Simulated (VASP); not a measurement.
# BaTiO3 (P4mm) in VASP: further runs, part 2 of 2

VASP 6.6.1. Earlier steps stand in the parts before.

### 5 Single point, RPBE+D4

This run uses another cell than the first one, of 13.21 Å³/atom, 1.018 times its volume.

Contents of INCAR:

```
SYSTEM = BaTiO3
PREC = Accurate
ENCUT = 910
EDIFF = 1E-6
ISMEAR = -1
SIGMA = 0.05
LREAL = .False.
LASPH = .True.
NELM = 120
ALGO = Normal
ISIF = 2
LWAVE = .False.
LCHARG = .True.
GGA = RP
IVDW = 13
LELF = .True.
LVHAR = .True.
NBANDS = 28
GGA_COMPAT = .False.
```

Contents of KPOINTS:

```
Automatic mesh
0
Gamma
  7 7 7
  0 0 0
```

Contents of POSCAR:

```
BaTiO3
1.0
    3.9775264480      0.0000000000      0.0000000000
    0.0000000000      3.9775264480      0.0000000000
    0.0000000000      0.0000000000      4.1737413276
Ba Ti O
1 1 3
Direct
    0.0000000000      0.0000000000     -0.0097580693
    0.5000000000      0.5000000000      0.4734264278
    0.0000000000      0.5000000000      0.5202249541
    0.5000000000      0.0000000000      0.5202249541
    0.5000000000      0.5000000000      0.0388817333
```

Potentials or basis: VASP PAW PBE potentials, release 64 (Ba_sv, Ti_sv, O_h).

The run is started by

```bash
$ cat potpaw_PBE.64/Ba_sv/POTCAR potpaw_PBE.64/Ti_sv/POTCAR potpaw_PBE.64/O_h/POTCAR > POTCAR
$ mpirun -np 1 vasp_std > vasp.out
```

OUTCAR:

```text
SYSTEM = BaTiO3
   PREC = Accurate
   ENCUT = 910
   EDIFF = 1E-6
   ISMEAR = -1
   LREAL = .False.
   LASPH = .True.
   NELM = 120
   ISIF = 2
   GGA = RP
   IVDW = 13

 ion  position               nearest neighbor table
   1  0.000  0.000  0.990-   3 2.79   4 2.79   3 2.79   4 2.79   5 2.82   5 2.82   5 2.82   5 2.82
                             4 2.97   3 2.97   4 2.97   3 2.97   2 3.46   2 3.46   2 3.46   2 3.46
   2  0.500  0.500  0.473-   5 1.81   4 2.00   3 2.00   4 2.00   3 2.00   1 3.46   1 3.46   1 3.46
                             1 3.46   1 3.54   1 3.54   1 3.54   1 3.54
   3  0.000  0.500  0.520-   2 2.00   2 2.00   1 2.79   1 2.79   1 2.97   1 2.97
   4  0.500  0.000  0.520-   2 2.00   2 2.00   1 2.79   1 2.79   1 2.97   1 2.97
   5  0.500  0.500  0.039-   2 1.81   1 2.82   1 2.82   1 2.82   1 2.82

  LATTYP: Found a simple tetragonal cell.
 ALAT       =     3.9775264480
 C/A-ratio  =     1.0493308799

  Lattice vectors:

 A1 = (   3.9775264480,   0.0000000000,   0.0000000000)
 A2 = (   0.0000000000,   3.9775264480,   0.0000000000)
 A3 = (   0.0000000000,   0.0000000000,   4.1737413276)

Analysis of symmetry for initial positions (statically):
=====================================================================
 Subroutine PRICEL returns:
 Original cell was already a primitive cell.

 Routine SETGRP: Setting up the symmetry group for a
 simple tetragonal supercell.

 Subroutine GETGRP returns: Found  8 space group operations
 (whereof  8 operations were pure point group operations)
 out of a pool of 16 trial point group operations.

The static configuration has the point symmetry C_4v.

Analysis of symmetry for dynamics (positions and initial velocities):
=====================================================================
 Subroutine PRICEL returns:
 Original cell was already a primitive cell.

 Routine SETGRP: Setting up the symmetry group for a
 simple tetragonal supercell.

 Subroutine GETGRP returns: Found  8 space group operations
 (whereof  8 operations were pure point group operations)
 out of a pool of 16 trial point group operations.

The dynamic configuration has the point symmetry C_4v.

 Subroutine INISYM returns: Found  8 space group operations
 (whereof  8 operations are pure point group operations),
 and found     1 'primitive' translations

----------------------------------------------------------------------------------------

                                     Primitive cell

  volume of cell :      66.0316

  direct lattice vectors                    reciprocal lattice vectors
     3.977526448  0.000000000  0.000000000     0.251412533  0.000000000  0.000000000
     0.000000000  3.977526448  0.000000000     0.000000000  0.251412533  0.000000000
     0.000000000  0.000000000  4.173741328     0.000000000  0.000000000  0.239593190

  length of vectors
     3.977526448  3.977526448  4.173741328     0.251412533  0.251412533  0.239593190

  position of ions in fractional coordinates (direct lattice)
     0.000000000  0.000000000  0.990241931
     0.500000000  0.500000000  0.473426428
     0.000000000  0.500000000  0.520224954
     0.500000000  0.000000000  0.520224954
[... 33 lines left out ...]

 Found     40 irreducible k-points:

 Following reciprocal coordinates:
            Coordinates               Weight
  0.000000  0.000000  0.000000      1.000000
  0.142857  0.000000  0.000000      4.000000
  0.285714  0.000000  0.000000      4.000000
  0.428571  0.000000  0.000000      4.000000
  0.142857  0.142857  0.000000      4.000000
  0.285714  0.142857  0.000000      8.000000
[... 16 lines left out ...]
  0.285714  0.000000  0.285714      8.000000
  0.428571  0.000000  0.285714      8.000000
 [... further k-points ...]
   k-points           NKPTS =     40   k-points in BZ     NKDIM =     40   number of bands    NBANDS=     28
   number of dos      NEDOS =    301   number of ions     NIONS =      5
   total plane-waves  NPLWV =  67200
   dimension x,y,z NGX =    40 NGY =   40 NGZ =   42
   dimension x,y,z NGXF=    80 NGYF=   80 NGZF=   84
   ions per type =               1   1   3
   NGX,Y,Z   is equivalent  to a cutoff of  16.72, 16.72, 16.73 a.u.
   NGXF,Y,Z  is equivalent  to a cutoff of  33.44, 33.44, 33.46 a.u.
 SYSTEM =  BaTiO3
   PREC   = accura    normal or accurate (medium, high low for compatibility)
   ISTART =      0    job   : 0-new  1-cont  2-samecut
   ICHARG =      2    charge: 1-file 2-atom 10-const
   ISPIN  =      1    spin polarized calculation?
   LNONCOLLINEAR =      F non collinear calculations
   LSORBIT =      F    spin-orbit coupling
   LASPH  =      T    aspherical Exc in radial PAW
   ENCUT  =  910.0 eV  66.88 Ry    8.18 a.u.   9.78  9.78 10.27*2*pi/ulx,y,z
   NELM   =    120;   NELMIN=  2; NELMDL= -5     # of ELM steps
   EDIFF  = 0.1E-05   stopping-criterion for ELM
   LREAL  =      F    real-space projection
   EDIFFG = 0.1E-04   stopping-criterion for IOM
   NSW    =      0    number of steps for IOM
   IBRION =     -1    ionic relax: 0-MD 1-quasi-New 2-CG
   NFREE  =      0    steps in history (QN), initial steepest desc. (CG)
   ISIF   =      2    stress and relaxation
   ISYM   =      2    0-nonsym 1-usesym 2-fastsym
   POTIM  = 0.5000    time-step for ionic-motion
   TEBEG  =    0.0;   TEEND  =   0.0 temperature during run
   PSTRESS=    0.0 pullay stress
   NELECT =      40.0000    total number of electrons
   NUPDOWN=      -1.0000    fix difference up-down
   EMIN   =  10.00;   EMAX   =-10.00  energy-range for DOS
   EFERMI =   0.00;   METHOD = LEGACY
   ISMEAR =    -1;   SIGMA  =   0.05  broadening in eV -4-tet -1-fermi 0-gaus
   EFERMI_NEDOS =   21; number of points for ismear=-14 and -15
   IALGO  =     38    algorithm
   IMIX   =      4    mixing-type and parameters
     AMIX     =   0.40;   BMIX     =  1.00
     AMIX_MAG =   1.60;   BMIX_MAG =  1.00
  volume/ion in A,a.u.               =      13.21        89.12
  Fermi-wavevector in a.u.,A,eV,Ry     =   1.385195  2.617639 26.106388  1.918765
  Thomas-Fermi vector in A             =   2.509628
   LORBIT       =      0    0 simple, 1 ext, 2 COOP (PROOUT), +10 PAW based schemes
   GGA     = RP    functional components
   LHFCALC =     F    Hartree Fock is set to
   AEXX    =    0.0000 exact exchange contribution
   IVDW    =    13    specifies the selected vdW correction
   LEPSILON=     F    determine dielectric tensor
   LRPA    =     F    only Hartree local field effects (RPA)
 non-spin polarized calculation
  energy-cutoff  :      910.00
  volume of cell :       66.03
 maximum number of plane-waves:      4142
 NGX is ok and might be reduce to    40
   NGX = 19   NGY = 19   NGZ = 21

 number of electron      40.0000006 magnetization

 Free energy of the ion-electron system (eV)
  ---------------------------------------------------
  ext. energy  EPLUGINS =         0.00000000
  ---------------------------------------------------
  free energy    TOTEN  =       -37.99350297 eV

  energy without entropy =      -37.99350297  energy(sigma->0) =      -37.99350297

 E-fermi :   5.2315     XC(G=0): -10.8676

 val. band max:        4.1935297225   @ k =   0.4286   0.4286   0.4286
 cond. band min:       6.1476652964   @ k =   0.0000   0.0000   0.0000
 fundamental gap:      1.9541355739
 Fermi energy:         5.2314710869

 k-point     1 :       0.0000    0.0000    0.0000
  band No.  band energies     occupation
      1     -52.4643      2.00000
      2     -28.7232      2.00000
      3     -28.5918      2.00000
      4     -28.5918      2.00000
      5     -20.8917      2.00000
      6     -12.8095      2.00000
[... 733 lines left out ...]
     27      12.2732      0.00000
     28      12.9252      0.00000

 [... further k-points ...]

------------------------ aborting loop because EDIFF is reached ----------------------------------------

  DFT-D4 for vdW energy calculation

  Edisp (eV):   -2.10356

  FORCE on cell =-STRESS in cart. coord.  units (eV):
  Direction    XX          YY          ZZ          XY          YZ          ZX
  --------------------------------------------------------------------------------------
  -------------------------------------------------------------------------------------
  Total       0.54812     0.54812     0.50692     0.00000    -0.00000     0.00000
  in kB      13.29953    13.29953    12.29986     0.00000    -0.00000     0.00000
  external pressure =       12.97 kB  Pullay stress =        0.00 kB

 VOLUME and BASIS-vectors are now :
 -----------------------------------------------------------------------------
  energy-cutoff  :      910.00
  volume of cell :       66.03
      direct lattice vectors                 reciprocal lattice vectors
     3.977526448  0.000000000  0.000000000     0.251412533  0.000000000  0.000000000
     0.000000000  3.977526448  0.000000000     0.000000000  0.251412533  0.000000000
     0.000000000  0.000000000  4.173741328     0.000000000  0.000000000  0.239593190

 POSITION                                       TOTAL-FORCE (eV/Angst)
 -----------------------------------------------------------------------------------
      0.00000      0.00000      4.13301         0.000000      0.000000      0.049439
      1.98876      1.98876      1.97596         0.000000     -0.000000      0.011423
      0.00000      1.98876      2.17128         0.000000      0.000000     -0.022352
      1.98876      0.00000      2.17128         0.000000      0.000000     -0.022352
      1.98876      1.98876      0.16228         0.000000     -0.000000     -0.016158
 -----------------------------------------------------------------------------------
    total drift:                                0.000000      0.000000      0.002050

  FREE ENERGIE OF THE ION-ELECTRON SYSTEM (eV)
  ---------------------------------------------------
  free  energy   TOTEN  =       -40.0970662136 eV

  energy  without entropy=      -40.0970662133  energy(sigma->0) =      -40.09706621
```

stdout:

```text
POSCAR found type information on POSCAR BaTiO
 POSCAR found :  3 types and       5 ions
 scaLAPACK will be used
 -----------------------------------------------------------------------------
|                                                                             |
|                                                                             |
|     You enforced a specific xc type in the INCAR file but a different       |
|     I HOPE YOU KNOW WHAT YOU ARE DOING!                                     |
|                                                                             |
 -----------------------------------------------------------------------------

 LDA part: xc-table for (Slater+PW92), standard interpolation
 POSCAR, INCAR and KPOINTS ok, starting setup
 FFT: planning ... GRIDC
 FFT: planning ... GRID_SOFT
 FFT: planning ... GRID
 WAVECAR not read
 entering main loop
```

Wall time 4.2 min (1 thread of AMD EPYC 7R43 (Zen 3), shared host); peak memory 0.33 GiB.

What came out:

* Free energy: -40.0971 eV
* Pressure: 1.3 GPa
* Largest force: 0.049 eV/Å
* Band gap on the k mesh: 1.95 eV, indirect (least direct gap 2.39 eV)
* Dispersion energy per atom: -0.421 eV

Forces on the atoms (eV/Å):
```
Ba   0.000  0.000  0.049
Ti   0.000  0.000  0.011
O    0.000  0.000 -0.022
O    0.000  0.000 -0.022
O    0.000  0.000 -0.016
```

Stress tensor (GPa, compression positive):
```
1.33 0.00 0.00
0.00 1.33 0.00
0.00 0.00 1.23
```

Caveat: the cutoff is under 1.25 times the usual one of these potentials, so pressure, stress and relaxed cells hold a basis-set (Pulay) error; the PAW data sets were made with another functional, which shifts forces and pressure a little; spin-orbit coupling is left out, which moves the levels of the heavy elements. A k mesh can miss the band edges.

### 6 Single point, r2SCAN

Contents of POSCAR:

```
BaTiO3
1.0
    3.9722224963      0.0000000000      0.0000000000
    0.0000000000      3.9722224963      0.0000000000
    0.0000000000      0.0000000000      4.1128066983
Ba Ti O
1 1 3
Direct
    0.0000000000      0.0000000000     -0.0044096988
    0.5000000000      0.5000000000      0.4774872039
    0.0000000000      0.5000000000      0.5176588586
    0.5000000000      0.0000000000      0.5176588586
    0.5000000000      0.5000000000      0.0346047778
```

Contents of INCAR.step1:

```
SYSTEM = BaTiO3
  PREC = Accurate
  ENCUT = 520
  ISMEAR = -1
  SIGMA = 0.05
  LREAL = .False.
  LASPH = .True.
  NELM = 100
  NBANDS = 28
  GGA = PE
  ALGO = Normal
  EDIFF = 1E-4
  LWAVE = .True.
  LCHARG = .False.
```

Contents of INCAR.step2:

```
SYSTEM = BaTiO3
  PREC = Accurate
  ENCUT = 520
  EDIFF = 1E-6
  ISMEAR = -1
  SIGMA = 0.05
  LREAL = .False.
  LASPH = .True.
  NELM = 100
  ALGO = Normal
  ISIF = 2
  LWAVE = .False.
  LCHARG = .False.
  METAGGA = R2SCAN
  LMIXTAU = .True.
  NBANDS = 28
  ISTART = 1
```

KPOINTS is that of step 5.

Potentials or basis: VASP PAW PBE potentials, release 64 (Ba_sv, Ti_sv, O).

The run is started by

```bash
$ cat potpaw_PBE.64/Ba_sv/POTCAR potpaw_PBE.64/Ti_sv/POTCAR potpaw_PBE.64/O/POTCAR > POTCAR
$ cp INCAR.step1 INCAR
$ mpirun -np 1 vasp_std > vasp.out
$ cp INCAR.step2 INCAR
$ mpirun -np 1 vasp_std > vasp.out
```

Wall time 1.9 min (1 thread of Intel Xeon 6975P-C (Granite Rapids), shared host); peak memory 0.22 GiB.

Results (log left out):

* Free energy: -74.2594 eV
* Pressure: 1.9 GPa
* Largest force: 0.165 eV/Å
* Band gap on the k mesh: 2.32 eV, indirect (least direct gap 2.71 eV)

Forces in eV/Å, atoms in the order of the input:
```
Ba   0.000  0.000  0.030
Ti   0.000  0.000  0.165
O    0.000  0.000 -0.018
O    0.000  0.000 -0.018
O    0.000  0.000 -0.159
```

Stress tensor (GPa, compression positive):
```
1.87 0.00 0.00
0.00 1.87 0.00
0.00 0.00 2.04
```

Levels at points of the mesh, in eV from the valence-band top:
```tsv
k point	band 17	band 18	band 19	band 20	band 21	band 22	band 23	band 24
(0.00, 0.00, 0.00)	-1.21	-0.62	-0.39	-0.39	2.32	2.80	2.80	4.49
```

Caveat: the PAW data sets were made with another functional, which shifts forces and pressure a little; spin-orbit coupling is left out, which moves the levels of the heavy elements. r2SCAN opens gaps a little over a GGA but as a rule still falls short of measured ones.

### 7 Single point, PBE+D4

This run uses another cell than the first one, of 13.01 Å³/atom, 1.003 times its volume.

Contents of INCAR:

```
SYSTEM = BaTiO3
ALGO = Normal
EDIFF = 1E-6
ENCUT = 910
GGA = PE
GGA_COMPAT = .False.
ISIF = 2
ISMEAR = -1
IVDW = 13
LASPH = .True.
LCHARG = .False.
LREAL = .False.
LWAVE = .False.
NBANDS = 28
NELM = 120
PREC = Accurate
SIGMA = 0.05
```

Contents of KPOINTS:

```
k-points
0
Gamma
  7 7 7
  0 0 0
```

Contents of POSCAR:

```
BaTiO3
1.0
    3.9730081495      0.0000000000      0.0000000000
    0.0000000000      3.9730081495      0.0000000000
    0.0000000000      0.0000000000      4.1197862728
Ba Ti O
1 1 3
Direct
    0.0000000000      0.0000000000     -0.0062069092
    0.5000000000      0.5000000000      0.4771117719
    0.0000000000      0.5000000000      0.5189362354
    0.5000000000      0.0000000000      0.5189362354
    0.5000000000      0.5000000000      0.0342226665
```

Potentials or basis: VASP PAW PBE potentials, release 64 (Ba_sv, Ti_sv, O_h).

The run is started by

```bash
$ cat potpaw_PBE.64/Ba_sv/POTCAR potpaw_PBE.64/Ti_sv/POTCAR potpaw_PBE.64/O_h/POTCAR > POTCAR
$ mpirun -np 1 vasp_std > vasp.out
```

Run time: 2.9 min. Hardware: 1 thread of AMD EPYC 7R43 (Zen 3), shared host; peak memory 0.32 GiB.

The run converged. Its results:

* Free energy: -41.1051 eV
* Pressure: 1.4 GPa
* Largest force: 0.044 eV/Å
* Band gap on the k mesh: 1.92 eV, indirect (least direct gap 2.31 eV)
* Dispersion energy per atom: -0.213 eV

Forces in eV/Å, atoms in the order of the input:
```
Ba   0.000  0.000  0.044
Ti   0.000  0.000  0.031
O    0.000  0.000 -0.020
O    0.000  0.000 -0.020
O    0.000  0.000 -0.036
```

Levels at points of the mesh, in eV from the valence-band top:
| k point | band 16 | band 17 | band 18 | band 19 | band 20 | band 21 | band 22 | band 23 | band 24 | band 25 |
| --- | --- | --- | --- | --- | --- | --- | --- | --- | --- | --- |
| (0.00, 0.00, 0.00) | -1.47 | -1.18 | -0.61 | -0.38 | -0.38 | 1.92 | 2.44 | 2.44 | 4.20 | 4.36 |

Caveat: the cutoff is under 1.25 times the usual one of these potentials, so pressure, stress and relaxed cells hold a basis-set (Pulay) error; spin-orbit coupling is left out, which moves the levels of the heavy elements. A k mesh can miss the band edges.

### 8 Overview

| level | potentials or basis | cell | cutoff (eV) | second run | gap on the mesh (eV) | pressure (GPa) | largest force (eV/Å) |
| --- | --- | --- | --- | --- | --- | --- | --- |
| PBE+D3(BJ) | VASP PAW PBE potentials, release 64 (Ba_sv, Ti_sv, O) | a = 3.975, b = 3.975, c = 4.104 Å, 5 atoms | 520 | - | 1.91 | 1.3 | 0.08 |
| PBE+D4 | VASP PAW PBE potentials, release 64 (Ba_sv, Ti_sv, O) | a = 3.973, b = 3.973, c = 4.120 Å, 5 atoms | 520 | - | 1.92 | 1.7 | 0.07 |
| PBE | VASP PAW PBE potentials, release 64 (Ba_sv, Ti_sv, O) | a = 3.986, b = 3.986, c = 4.198 Å, 5 atoms | 520 | - | 1.90 | 1.6 | 0.08 |
| RPBE+D4 | VASP PAW PBE potentials, release 64 (Ba_sv, Ti_sv, O_h) | a = 3.978, b = 3.978, c = 4.174 Å, 5 atoms | 910 | hard_potentials | 1.95 | 1.3 | 0.05 |
| r2SCAN | VASP PAW PBE potentials, release 64 (Ba_sv, Ti_sv, O) | a = 3.972, b = 3.972, c = 4.113 Å, 5 atoms | 520 | - | 2.32 | 1.9 | 0.17 |
| PBE+D4 | VASP PAW PBE potentials, release 64 (Ba_sv, Ti_sv, O_h) | a = 3.973, b = 3.973, c = 4.120 Å, 5 atoms | 910 | hard_potentials | 1.92 | 1.4 | 0.04 |

Alike in all rows: task single point; no spin polarisation; k mesh 7 × 7 × 7; smearing fermi-dirac 0.05 eV.

Caveats: spin-orbit coupling is left out, which moves the levels of the heavy elements; the cutoff is under 1.25 times the usual one of these potentials, so pressure, stress and relaxed cells hold a basis-set (Pulay) error (some runs); the PAW data sets were made with another functional, which shifts forces and pressure a little (some runs); three body term missing (some runs).

Total energies depend on the potentials used, so only differences within one code and one set of settings carry meaning.
